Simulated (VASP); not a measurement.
# ZrS (Fm-3m) in VASP: further runs

Runs on ZrS. Level: LDA. Tasks: single point.

Program: VASP 6.6.1. These are calculated values, not measurements. Logs are shortened: lines on timing, memory, paths and dates and some standing lists are left out, and cuts for length are marked.

## (1) The cell of the first run

Symmetry: Fm-3m, No. 225, cubic system. The conventional cell has a = 5.356 Å, b = 5.356 Å, c = 5.356 Å, α = 90.00°, β = 90.00°, γ = 90.00°. Within 3.5 Å of Zr (site symmetry m-3m) lie 6 S at 2.68 Å. Within 3.5 Å of S (site symmetry m-3m) lie 6 Zr at 2.68 Å.

## (2) Single point, LDA (19.20 Å³/atom)

File INCAR:

```
SYSTEM = ZrS
  PREC = Accurate
  ENCUT = 520
  EDIFF = 1E-6
  ISMEAR = 0
  SIGMA = 0.15
  LREAL = .FALSE.
  LASPH = .TRUE.
  NELM = 80
  ALGO = Normal
  ISIF = 2
  LWAVE = .FALSE.
  LCHARG = .FALSE.
  GGA = CA
  NBANDS = 16
```

File KPOINTS:

```
Automatic mesh
0
G
  16 16 16
  0 0 0
```

File POSCAR:

```
ZrS
1.0
    0.0000000000      2.6778247739      2.6778247739
    2.6778247739      0.0000000000      2.6778247739
    2.6778247739      2.6778247739      0.0000000000
Zr S
1 1
Direct
    0.0000000000      0.0000000000      0.0000000000
    0.5000000000      0.5000000000      0.5000000000
```

Potentials or basis: VASP PAW LDA potentials, release 64 (Zr_sv, S).

Command:

```console
cat potpaw_LDA.64/Zr_sv/POTCAR potpaw_LDA.64/S/POTCAR > POTCAR
mpirun -np 1 vasp_std > vasp.out
```

OUTCAR:

```text
SYSTEM = ZrS
   PREC = Accurate
   ENCUT = 520
   EDIFF = 1E-6
   ISMEAR = 0
   LREAL = .FALSE.
   LASPH = .TRUE.
   NELM = 80
   ISIF = 2
   GGA = CA

 ion  position               nearest neighbor table
   1  0.000  0.000  0.000-   2 2.68   2 2.68   2 2.68   2 2.68   2 2.68   2 2.68
   2  0.500  0.500  0.500-   1 2.68   1 2.68   1 2.68   1 2.68   1 2.68   1 2.68

  LATTYP: Found a face centered cubic cell.
 ALAT       =     5.3556495478

  Lattice vectors:

 A1 = (   0.0000000000,   2.6778247739,   2.6778247739)
 A2 = (   2.6778247739,   0.0000000000,   2.6778247739)
 A3 = (   2.6778247739,   2.6778247739,   0.0000000000)

Analysis of symmetry for initial positions (statically):
=====================================================================
 Subroutine PRICEL returns:
 Original cell was already a primitive cell.

 Routine SETGRP: Setting up the symmetry group for a
 face centered cubic supercell.

 Subroutine GETGRP returns: Found 48 space group operations
 (whereof 48 operations were pure point group operations)
 out of a pool of 48 trial point group operations.

The static configuration has the point symmetry O_h .

Analysis of symmetry for dynamics (positions and initial velocities):
=====================================================================
 Subroutine PRICEL returns:
 Original cell was already a primitive cell.

 Routine SETGRP: Setting up the symmetry group for a
 face centered cubic supercell.

 Subroutine GETGRP returns: Found 48 space group operations
 (whereof 48 operations were pure point group operations)
 out of a pool of 48 trial point group operations.

The dynamic configuration has the point symmetry O_h .

 Subroutine INISYM returns: Found 48 space group operations
 (whereof 48 operations are pure point group operations),
 and found     1 'primitive' translations

----------------------------------------------------------------------------------------

                                     Primitive cell

  volume of cell :      38.4040

  direct lattice vectors                    reciprocal lattice vectors
     0.000000000  2.677824774  2.677824774    -0.186718715  0.186718715  0.186718715
     2.677824774  0.000000000  2.677824774     0.186718715 -0.186718715  0.186718715
     2.677824774  2.677824774  0.000000000     0.186718715  0.186718715 -0.186718715

  length of vectors
     3.787016113  3.787016113  3.787016113     0.323406301  0.323406301  0.323406301

  position of ions in fractional coordinates (direct lattice)
     0.000000000  0.000000000  0.000000000
     0.500000000  0.500000000  0.500000000

  ion indices of the primitive-cell ions
   primitive index   ion index
                 1           1
                 2           2

----------------------------------------------------------------------------------------

 KPOINTS: Automatic mesh

Automatic generation of k-mesh.
 Grid dimensions read from file:
 generate k-points for:   16   16   16

 Generating k-lattice:

  Cartesian coordinates                     Fractional coordinates (reciprocal lattice)
    -0.011669920  0.011669920  0.011669920     0.062500000  0.000000000  0.000000000
     0.011669920 -0.011669920  0.011669920     0.000000000  0.062500000  0.000000000
     0.011669920  0.011669920 -0.011669920     0.000000000  0.000000000  0.062500000

  Length of vectors
     0.020212894  0.020212894  0.020212894

  Shift w.r.t. Gamma in fractional coordinates (k-lattice)
     0.000000000  0.000000000  0.000000000

 Subroutine IBZKPT returns following result:
 ===========================================

 Found    145 irreducible k-points:

 Following reciprocal coordinates:
            Coordinates               Weight
  0.000000  0.000000  0.000000      1.000000
  0.062500  0.000000  0.000000      8.000000
  0.125000  0.000000  0.000000      8.000000
  0.187500  0.000000  0.000000      8.000000
  0.250000  0.000000  0.000000      8.000000
  0.312500  0.000000  0.000000      8.000000
[... 16 lines left out ...]
 -0.125000  0.062500  0.000000     24.000000
 -0.062500  0.062500  0.000000     12.000000
 [... further k-points ...]
   k-points           NKPTS =    145   k-points in BZ     NKDIM =    145   number of bands    NBANDS=     16
   number of dos      NEDOS =    301   number of ions     NIONS =      2
   total plane-waves  NPLWV =  21952
   dimension x,y,z NGX =    28 NGY =   28 NGZ =   28
   dimension x,y,z NGXF=    56 NGYF=   56 NGZF=   56
   ions per type =               1   1
   NGX,Y,Z   is equivalent  to a cutoff of  12.29, 12.29, 12.29 a.u.
   NGXF,Y,Z  is equivalent  to a cutoff of  24.58, 24.58, 24.58 a.u.
 SYSTEM =  ZrS
   PREC   = accura    normal or accurate (medium, high low for compatibility)
   ISTART =      0    job   : 0-new  1-cont  2-samecut
   ICHARG =      2    charge: 1-file 2-atom 10-const
   ISPIN  =      1    spin polarized calculation?
   LNONCOLLINEAR =      F non collinear calculations
   LSORBIT =      F    spin-orbit coupling
   LASPH  =      T    aspherical Exc in radial PAW
   ENCUT  =  520.0 eV  38.22 Ry    6.18 a.u.   7.04  7.04  7.04*2*pi/ulx,y,z
   NELM   =     80;   NELMIN=  2; NELMDL= -5     # of ELM steps
   EDIFF  = 0.1E-05   stopping-criterion for ELM
   LREAL  =      F    real-space projection
   EDIFFG = 0.1E-04   stopping-criterion for IOM
   NSW    =      0    number of steps for IOM
   IBRION =     -1    ionic relax: 0-MD 1-quasi-New 2-CG
   NFREE  =      0    steps in history (QN), initial steepest desc. (CG)
   ISIF   =      2    stress and relaxation
   ISYM   =      2    0-nonsym 1-usesym 2-fastsym
   POTIM  = 0.5000    time-step for ionic-motion
   TEBEG  =    0.0;   TEEND  =   0.0 temperature during run
   PSTRESS=    0.0 pullay stress
   NELECT =      18.0000    total number of electrons
   NUPDOWN=      -1.0000    fix difference up-down
   EMIN   =  10.00;   EMAX   =-10.00  energy-range for DOS
   EFERMI =   0.00;   METHOD = LEGACY
   ISMEAR =     0;   SIGMA  =   0.15  broadening in eV -4-tet -1-fermi 0-gaus
   EFERMI_NEDOS =   21; number of points for ismear=-14 and -15
   IALGO  =     38    algorithm
   IMIX   =      4    mixing-type and parameters
     AMIX     =   0.40;   BMIX     =  1.00
     AMIX_MAG =   1.60;   BMIX_MAG =  1.00
  volume/ion in A,a.u.               =      19.20       129.58
  Fermi-wavevector in a.u.,A,eV,Ry     =   1.271667  2.403103 22.002495  1.617138
  Thomas-Fermi vector in A             =   2.404588
   LORBIT       =      0    0 simple, 1 ext, 2 COOP (PROOUT), +10 PAW based schemes
   GGA     = CA    functional components
   LHFCALC =     F    Hartree Fock is set to
   AEXX    =    0.0000 exact exchange contribution
   IVDW    =     0    specifies the selected vdW correction
   LEPSILON=     F    determine dielectric tensor
   LRPA    =     F    only Hartree local field effects (RPA)
 non-spin polarized calculation
 Gauss-broadening in eV      SIGMA  =   0.15
  energy-cutoff  :      520.00
  volume of cell :       38.40
 maximum number of plane-waves:      1056
   NGX = 15   NGY = 15   NGZ = 15

 number of electron      18.0000001 magnetization

 Free energy of the ion-electron system (eV)
  ---------------------------------------------------
  ext. energy  EPLUGINS =         0.00000000
  ---------------------------------------------------
  free energy    TOTEN  =       -16.93702894 eV

  energy without entropy =      -16.92104570  energy(sigma->0) =      -16.92903732

 E-fermi :   9.7977     XC(G=0): -11.2557

 val. band max:        9.7774666182   @ k =  -0.3125   0.1875   0.0625
 cond. band min:       9.8077465197   @ k =   0.3125   0.1250   0.0625
 fundamental gap:      0.0302799015
 Fermi energy:         9.7976845352

 k-point     1 :       0.0000    0.0000    0.0000
  band No.  band energies     occupation
      1     -40.0279      2.00000
      2     -18.1368      2.00000
      3     -18.1368      2.00000
      4     -18.1368      2.00000
      5      -5.6672      2.00000
      6       6.3349      2.00000
[... 8 lines left out ...]
     15      16.9940      0.00000
     16      21.6681      0.00000

 k-point     2 :       0.0625    0.0000    0.0000
  band No.  band energies     occupation
      1     -40.0272      2.00000
      2     -18.1476      2.00000
      3     -18.1378      2.00000
      4     -18.1378      2.00000
      5      -5.6234      2.00000
      6       6.0391      2.00000
[... 8 lines left out ...]
     15      17.1432      0.00000
     16      21.3049      0.00000

 k-point     3 :       0.1250    0.0000    0.0000
  band No.  band energies     occupation
      1     -40.0251      2.00000
      2     -18.1779      2.00000
      3     -18.1405      2.00000
      4     -18.1405      2.00000
      5      -5.4964      2.00000
      6       5.3674      2.00000
[... 8 lines left out ...]
     15      17.5091      0.00000
     16      20.5651      0.00000

 k-point     4 :       0.1875    0.0000    0.0000
  band No.  band energies     occupation
      1     -40.0219      2.00000
      2     -18.2229      2.00000
      3     -18.1447      2.00000
      4     -18.1447      2.00000
      5      -5.2993      2.00000
      6       4.5830      2.00000
[... 8 lines left out ...]
     15      17.7279      0.00000
     16      19.9965      0.00000
[... 324 lines left out ...]
 k-point    22 :      -0.1875    0.0625    0.0000
  band No.  band energies     occupation
      1     -40.0202      2.00000
      2     -18.2418      2.00000
      3     -18.1561      2.00000
      4     -18.1429      2.00000
      5      -5.1962      2.00000
      6       4.2112      2.00000
[... 8 lines left out ...]
     15      17.7327      0.00000
     16      18.9376      0.00000

 k-point    23 :      -0.1250    0.0625    0.0000
  band No.  band energies     occupation
      1     -40.0235      2.00000
      2     -18.1958      2.00000
      3     -18.1499      2.00000
      4     -18.1393      2.00000
      5      -5.4051      2.00000
      6       4.9214      2.00000
[... 8 lines left out ...]
     15      17.7246      0.00000
     16      19.7346      0.00000

 k-point    24 :      -0.0625    0.0625    0.0000
  band No.  band energies     occupation
      1     -40.0260      2.00000
      2     -18.1625      2.00000
      3     -18.1435      2.00000
      4     -18.1375      2.00000
      5      -5.5528      2.00000
      6       5.5806      2.00000
[... 8 lines left out ...]
     15      17.3705      0.00000
     16      20.6708      0.00000

 [... further k-points ...]

------------------------ aborting loop because EDIFF is reached ----------------------------------------

  FORCE on cell =-STRESS in cart. coord.  units (eV):
  Direction    XX          YY          ZZ          XY          YZ          ZX
  --------------------------------------------------------------------------------------
  -------------------------------------------------------------------------------------
  Total       -3.5447382     -3.5447382     -3.5447382     -0.0000000      0.0000000     -0.0000000
  in kB     -147.8830115   -147.8830115   -147.8830115     -0.0000000      0.0000000     -0.0000000
  external PRESSURE =    -147.8830115 kB  Pullay stress =       0.0000000 kB

 VOLUME and BASIS-vectors are now :
 -----------------------------------------------------------------------------
  energy-cutoff  :      520.00
  volume of cell :       38.40
      direct lattice vectors                 reciprocal lattice vectors
     0.000000000  2.677824774  2.677824774    -0.186718715  0.186718715  0.186718715
     2.677824774  0.000000000  2.677824774     0.186718715 -0.186718715  0.186718715
     2.677824774  2.677824774  0.000000000     0.186718715  0.186718715 -0.186718715

 POSITION                                       TOTAL-FORCE (eV/Angst)
 -----------------------------------------------------------------------------------
      0.00000      0.00000      0.00000         0.000000     -0.000000      0.000000
      2.67782      2.67782      2.67782        -0.000000      0.000000     -0.000000
 -----------------------------------------------------------------------------------
    total drift:                                0.000000      0.000000      0.000000

  FREE ENERGIE OF THE ION-ELECTRON SYSTEM (eV)
  ---------------------------------------------------
  free  energy   TOTEN  =       -16.9370289374 eV

  energy  without entropy=      -16.9210456977  energy(sigma->0) =      -16.92903732
```

Run time: 37 s. Hardware: 1 thread of Intel Xeon 6975P-C (Granite Rapids), shared host; peak memory 0.2 GiB.

What came out:

```yaml
Free_energy: -16.9370 eV
Pressure: -14.8 GPa
Band_gap_on_the_k_mesh: zero (bands 9 and 10 overlap by 2.54 eV)
```

Levels at points of the mesh, in eV from the Fermi level:
```csv
k point,band 5,band 6,band 7,band 8,band 9,band 10,band 11,band 12,band 13,band 14
"(0.00, 0.00, 0.00)",-15.46,-3.46,-3.46,-3.46,-1.24,-1.24,-1.24,-0.64,-0.64,1.35
"(0.50, 0.00, 0.00)",-14.11,-7.68,-5.71,-5.71,1.30,1.30,1.56,1.89,5.07,5.07
"(0.50, 0.50, 0.00)",-14.67,-6.08,-4.37,-4.37,-3.17,0.45,2.12,2.12,2.51,2.77
```

Caveat: the cell stands under tension.

## (3) Single point, LDA (19.96 Å³/atom)

This run uses another cell than the first one, of 19.96 Å³/atom.

File INCAR:

```
SYSTEM = ZrS
ALGO = Normal
EDIFF = 1E-7
ENCUT = 520
ISIF = 2
ISMEAR = 0
LASPH = .True.
LCHARG = .False.
LREAL = .False.
LWAVE = .False.
NBANDS = 16
NELM = 60
PREC = Accurate
SIGMA = 0.15
```

File KPOINTS:

```
k-points
0
Gamma
  16 16 16
  0 0 0
```

File POSCAR:

```
ZrS
1.0
    0.0000000000      2.7127426924      2.7127426924
    2.7127426924      0.0000000000      2.7127426924
    2.7127426924      2.7127426924      0.0000000000
Zr S
1 1
Direct
    0.0000000000      0.0000000000      0.0000000000
    0.5000000000      0.5000000000      0.5000000000
```

Potentials or basis: VASP PAW LDA potentials, release 64 (Zr_sv, S).

Command:

```console
cat potpaw_LDA.64/Zr_sv/POTCAR potpaw_LDA.64/S/POTCAR > POTCAR
mpirun -np 1 vasp_std > vasp.out
```

Run time: 46 s. Hardware: 1 thread of Intel Xeon 6975P-C (Granite Rapids), shared host; peak memory 0.21 GiB.

Results (log left out):

```
Free energy            : -16.7826 eV
Pressure               : -17.7 GPa
Band gap on the k mesh : zero (bands 9 and 10 overlap by 2.38 eV)
```

Levels at points of the mesh, in eV from the Fermi level:
```
           k point  band 7  band 8  band 9  band 10  band 11  band 12
(0.00, 0.00, 0.00)   -3.44   -3.44   -1.17    -1.17    -1.17    -0.59
(0.50, 0.00, 0.00)   -5.55   -5.55    1.22     1.22     1.44     1.85
(0.50, 0.50, 0.00)   -4.33   -4.33   -3.00     0.43     1.99     1.99
```

Caveat: the cell stands under tension.

[end of part 1 of 2]
